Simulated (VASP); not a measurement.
# MgS (P6_3mc) in VASP: further runs, part 2 of 3

VASP 6.6.1. Earlier steps stand in the parts before.

## (3) Single point, PBEsol+D3(BJ)

This run uses another cell than the first one, of 21.88 Å³/atom, 0.971 times its volume.

INCAR

```
PREC = Accurate
ENCUT = 520
EDIFF = 1E-7
ISMEAR = 0
SIGMA = 0.01
LREAL = False
LASPH = True
NELM = 60
ALGO = Normal
ISIF = 2
LWAVE = False
LCHARG = False
GGA = PS
IVDW = 12
NBANDS = 16
```

KPOINTS

```
Automatic mesh
0
Gamma
  5 5 3
```

POSCAR

```
MgS
1.0
    3.9935249008      0.0000000000      0.0000000000
   -1.9967624504      3.4584940148      0.0000000000
    0.0000000000      0.0000000000      6.3380551747
Mg S
2 2
Direct
    0.6666666667      0.3333333333      0.4957955122
    0.3333333333      0.6666666667      0.9957955122
    0.3333333333      0.6666666667      0.3791944878
    0.6666666667      0.3333333333      0.8791944878
```

Potentials or basis: VASP PAW PBE potentials, release 64 (Mg, S).

The run is started by

```console
cat potpaw_PBE.64/Mg/POTCAR potpaw_PBE.64/S/POTCAR > POTCAR
mpirun -np 1 vasp_std > vasp.out
```

Run time: 17 s. Hardware: 1 thread of Intel Xeon 6975P-C, shared host; peak memory 0.2 GiB.

The run converged. Its results:

```
Free energy                : -18.8303 eV
Pressure                   : 0.0 GPa
Band gap on the k mesh     : 3.43 eV, direct
Dispersion energy per atom : -0.244 eV
```

Levels at points of the mesh, in eV from the valence-band top:
```
           k point  band 4  band 5  band 6  band 7  band 8  band 9  band 10  band 11  band 12  band 13
(0.00, 0.00, 0.00)   -0.63   -0.63   -0.18   -0.18    0.00    3.43     4.64     7.42     7.42     8.26
```

Caveat: the PAW data sets were made with another functional, which shifts forces and pressure a little.

## (4) Single point, BLYP+D3(BJ)

This run uses another cell than the first one, of 21.79 Å³/atom, 0.966 times its volume.

INCAR

```
SYSTEM = MgS
  PREC = Accurate
  ENCUT = 520
  EDIFF = 1E-6
  ISMEAR = 0
  SIGMA = 0.01
  LREAL = .False.
  LASPH = .True.
  NELM = 60
  ALGO = Normal
  ISIF = 2
  LWAVE = .False.
  LCHARG = .False.
  GGA = B5
  ALDAX = 1.0
  AGGAX = 1.0
  AGGAC = 1.0
  ALDAC = 0.0
  IVDW = 12
  VDW_S6 = 1.0
  VDW_S8 = 2.6996
  VDW_A1 = 0.4298
  VDW_A2 = 4.2359
  NBANDS = 16
```

KPOINTS

```
regular mesh
0
Gamma
  5 5 3
  0 0 0
```

POSCAR

```
MgS
1.0
    3.9696454771      0.0000000000      0.0000000000
   -1.9848227385      3.4378138272      0.0000000000
    0.0000000000      0.0000000000      6.3858134296
Mg S
2 2
Direct
    0.6666666667      0.3333333333      0.4976257562
    0.3333333333      0.6666666667      0.9976257562
    0.3333333333      0.6666666667      0.3773642438
    0.6666666667      0.3333333333      0.8773642438
```

The run is started by

```console
cat potpaw_PBE.64/Mg/POTCAR potpaw_PBE.64/S/POTCAR > POTCAR
mpirun -np 1 vasp_std > vasp.out
```

Wall time 31 s (1 thread of Intel Xeon 6975P-C, shared host); peak memory 0.2 GiB.

The run converged. Its results:

```yaml
Free_energy: -17.7805 eV
Pressure: -0.1 GPa
Band_gap_on_the_k_mesh: 3.83 eV, direct
Dispersion_energy_per_atom: -0.617 eV
```

Levels at points of the mesh, in eV from the valence-band top:
| k point | band 5 | band 6 | band 7 | band 8 | band 9 | band 10 | band 11 | band 12 |
| --- | --- | --- | --- | --- | --- | --- | --- | --- |
| (0.00, 0.00, 0.00) | -0.50 | -0.09 | -0.09 | 0.00 | 3.83 | 4.99 | 7.71 | 7.71 |

Caveat: the PAW data sets were made with another functional, which shifts forces and pressure a little. As with any semilocal functional, this BLYP gap is likely too small.

## (5) Relaxation of cell and atoms, PBEsol

This run uses another cell than the first one, of 22.67 Å³/atom, 1.005 times its volume.

INCAR

```
SYSTEM = MgS
ALGO     = Normal         ! electronic algorithm
EDIFF    = 1E-6           ! SCF threshold, eV
EDIFFG   = -0.005         ! ionic threshold
ENCUT    = 600            ! plane-wave cutoff, eV
GGA      = PS             ! functional
IBRION   = 2              ! ionic algorithm
ISIF     = 3              ! what is computed and relaxed
ISMEAR   = 0              ! smearing method
LASPH    = .True.         ! aspherical terms in the spheres
LCHARG   = .False.        ! write CHGCAR
LREAL    = .False.        ! projectors in reciprocal space
LWAVE    = .False.        ! write WAVECAR
NELM     = 100            ! most SCF steps
NSW      = 50             ! ionic steps
PREC     = Accurate       ! precision mode
SIGMA    = 0.01           ! smearing width, eV
```

KPOINTS

```
k-points
0
Gamma
  5 5 3
  0 0 0
```

POSCAR

```
MgS
1.0
    4.0346200000      0.0000000000      0.0000000000
   -2.0173100000      3.4940900000      0.0000000000
    0.0000000000      0.0000000000      6.4322900000
Mg S
2 2
Direct
    0.6666666667      0.3333333333      0.4957500000
    0.3333333333      0.6666666667      0.9957500000
    0.3333333333      0.6666666667      0.3792400000
    0.6666666667      0.3333333333      0.8792400000
```

Potentials or basis: VASP PAW PBE potentials, release 64 (Mg, S).

The run is started by

```console
cat potpaw_PBE.64/Mg/POTCAR potpaw_PBE.64/S/POTCAR > POTCAR
mpirun -np 1 vasp_std > vasp.out
```

OUTCAR:

```text
SYSTEM = MgS
   EDIFF = 1E-6
   EDIFFG = -0.005
   ENCUT = 600
   GGA = PS
   IBRION = 2
   ISIF = 3
   ISMEAR = 0
   LASPH = .True.
   LREAL = .False.
   NELM = 100
   NSW = 50
   PREC = Accurate

 ion  position               nearest neighbor table
   1  0.667  0.333  0.496-   3 2.45   3 2.45   3 2.45   4 2.47
   2  0.333  0.667  0.996-   4 2.45   4 2.45   4 2.45   3 2.47
   3  0.333  0.667  0.379-   1 2.45   1 2.45   1 2.45   2 2.47
   4  0.667  0.333  0.879-   2 2.45   2 2.45   2 2.45   1 2.47

  LATTYP: Found a hexagonal cell.
 ALAT       =     4.0346200000
 C/A-ratio  =     1.5942740580

  Lattice vectors:

 A1 = (   4.0346200000,   0.0000000000,   0.0000000000)
 A2 = (  -2.0173100000,   3.4940900000,   0.0000000000)
 A3 = (   0.0000000000,   0.0000000000,   6.4322900000)

Analysis of symmetry for initial positions (statically):
=====================================================================
 Subroutine PRICEL returns:
 Original cell was already a primitive cell.

 Routine SETGRP: Setting up the symmetry group for a
 hexagonal supercell.

[... 149 lines left out ...]

 number of electron      15.9999999 magnetization

 Free energy of the ion-electron system (eV)
  ---------------------------------------------------
  ext. energy  EPLUGINS =         0.00000000
  ---------------------------------------------------
  free energy    TOTEN  =       -17.86948650 eV

  energy without entropy =      -17.86948650  energy(sigma->0) =      -17.86948650

------------------------ aborting loop because EDIFF is reached ----------------------------------------

  FORCE on cell =-STRESS in cart. coord.  units (eV):
  Direction    XX          YY          ZZ          XY          YZ          ZX
  --------------------------------------------------------------------------------------
  -------------------------------------------------------------------------------------
  Total       -0.1322269     -0.1322274     -0.3324707      0.0000000      0.0000000      0.0000000
  in kB       -2.3362976     -2.3363065     -5.8743743      0.0000000      0.0000000      0.0000000
  external PRESSURE =      -3.5156595 kB  Pullay stress =       0.0000000 kB
[... 215 lines left out ...]
--------------------------------------- Ionic step        7  -------------------------------------------

 number of electron      15.9999999 magnetization

 Free energy of the ion-electron system (eV)
  ---------------------------------------------------
  ext. energy  EPLUGINS =         0.00000000
  ---------------------------------------------------
  free energy    TOTEN  =       -17.87054990 eV

  energy without entropy =      -17.87054990  energy(sigma->0) =      -17.87054990

 E-fermi :   1.2541     XC(G=0):  -8.5934

 val. band max:        1.1765643047   @ k =   0.0000   0.0000   0.0000
 cond. band min:       4.4795211366   @ k =   0.0000   0.0000   0.0000
 fundamental gap:      3.3029568318
 Fermi energy:         1.2541262548

 k-point     1 :       0.0000    0.0000    0.0000
  band No.  band energies     occupation
      1     -10.2566      2.00000
      2      -9.4987      2.00000
      3      -2.1253      2.00000
      4       0.5852      2.00000
      5       0.5852      2.00000
      6       1.0168      2.00000
      7       1.0168      2.00000
      8       1.1766      2.00000
      9       4.4795      0.00000
     10       5.7452      0.00000
     11       8.5673      0.00000
     12       8.5673      0.00000
[... 164 lines left out ...]
  FREE ENERGIE OF THE ION-ELECTRON SYSTEM (eV)
  ---------------------------------------------------
  free  energy   TOTEN  =       -17.8705498966 eV

  energy  without entropy=      -17.8705498966  energy(sigma->0) =      -17.87054990

 reached required accuracy - stopping structural energy minimisation
```

OSZICAR:

```text
N       E                     dE             d eps       ncg     rms          rms(c)
DAV:   1     0.711428230276E+02    0.71143E+02   -0.65333E+03   240   0.120E+03
DAV:   2    -0.121477641541E+02   -0.83291E+02   -0.77682E+02   368   0.168E+02
DAV:   3    -0.187182212218E+02   -0.65705E+01   -0.65482E+01   308   0.544E+01
DAV:   4    -0.188195578715E+02   -0.10134E+00   -0.10129E+00   288   0.816E+00
[... 40 lines left out ...]
   6 F= -.17870546E+02 E0= -.17870546E+02  d E =-.105921E-02
       N       E                     dE             d eps       ncg     rms          rms(c)
DAV:   1    -0.178705522954E+02   -0.66361E-05   -0.28907E-04   244   0.111E-01    0.138E-02
DAV:   2    -0.178705504322E+02    0.18632E-05   -0.20040E-05   276   0.340E-02    0.851E-03
DAV:   3    -0.178705498966E+02    0.53557E-06   -0.83509E-07   140   0.638E-03
   7 F= -.17870550E+02 E0= -.17870550E+02  d E =-.418101E-05
```

CONTCAR:

```text
MgS
   1.00000000000000
     4.0292001897118581    0.0000000000000000    0.0000000000000000
    -2.0146000948559291    3.4893962800643390   -0.0000000000000000
     0.0000000000000000    0.0000000000000000    6.4090519203411214
  Mg              S
     2     2
Direct
     0.6666666667000030    0.3333333332999970    0.4961013109087850
     0.3333333332999970    0.6666666667000030    0.9961013109087850
     0.3333333332999970    0.6666666667000030    0.3788886890912189
     0.6666666667000030    0.3333333332999970    0.8788886890912190

  0.00000000E+00  0.00000000E+00  0.00000000E+00
  0.00000000E+00  0.00000000E+00  0.00000000E+00
  0.00000000E+00  0.00000000E+00  0.00000000E+00
  0.00000000E+00  0.00000000E+00  0.00000000E+00
```

It took 50 s on 1 thread of Intel Xeon 6975P-C, shared host; peak memory 0.23 GiB.

Results:

| Property | Result |
| --- | --- |
| Free energy | -17.8705 eV |
| Relaxed volume | 22.53 Å³/atom |
| Relaxed cell | a = 4.029 Å, b = 4.029 Å, c = 6.409 Å, α = 90.00°, β = 90.00°, γ = 120.00° |
| Space group after relaxing (to 0.05 Å) | P6_3mc (No. 186) |
| Energy gained by relaxing | 0.3 meV/atom |
| Ionic steps | 7 |
| Pressure after relaxing | 0.0 GPa |
| Largest force after relaxing | 0.005 eV/Å |
| Band gap on the k mesh | 3.30 eV, direct |

Forces in eV/Å, atoms in the order of the input:
```
Mg   0.000  0.000  0.005
Mg   0.000  0.000  0.005
S    0.000  0.000 -0.005
S    0.000  0.000 -0.005
```

The path:
```
step  energy change (eV)  largest force (eV/Å)  pressure (GPa)  volume (Å³)
   1              0.0000                0.0448           -0.35        90.68
   2             -0.0011                0.0044            0.04        90.03
   3             -0.0011                0.0063            0.02        90.06
   4             -0.0011                0.0073            0.02        90.07
   5             -0.0010                0.0161           -0.08        90.21
   6             -0.0011                0.0083            0.00        90.09
   7             -0.0011                0.0045            0.00        90.11
```

Final structure:
```
CELL_PARAMETERS angstrom
4.02920 0.00000 0.00000
-2.01460 3.48940 0.00000
0.00000 0.00000 6.40905
ATOMIC_POSITIONS crystal
Mg 0.66667 0.33333 0.49610
Mg 0.33333 0.66667 0.99610
S 0.33333 0.66667 0.37889
S 0.66667 0.33333 0.87889
```

Levels at points of the mesh, in eV from the valence-band top:
```csv
k point,band 5,band 6,band 7,band 8,band 9,band 10,band 11,band 12
"(0.00, 0.00, 0.00)",-0.59,-0.16,-0.16,0.00,3.30,4.57,7.39,7.39
```

Caveat: the PAW data sets were made with another functional, which shifts forces and pressure a little. Expect the measured gap to be larger: semilocal functionals such as PBEsol lack the derivative discontinuity.

[end of part 2 of 3]
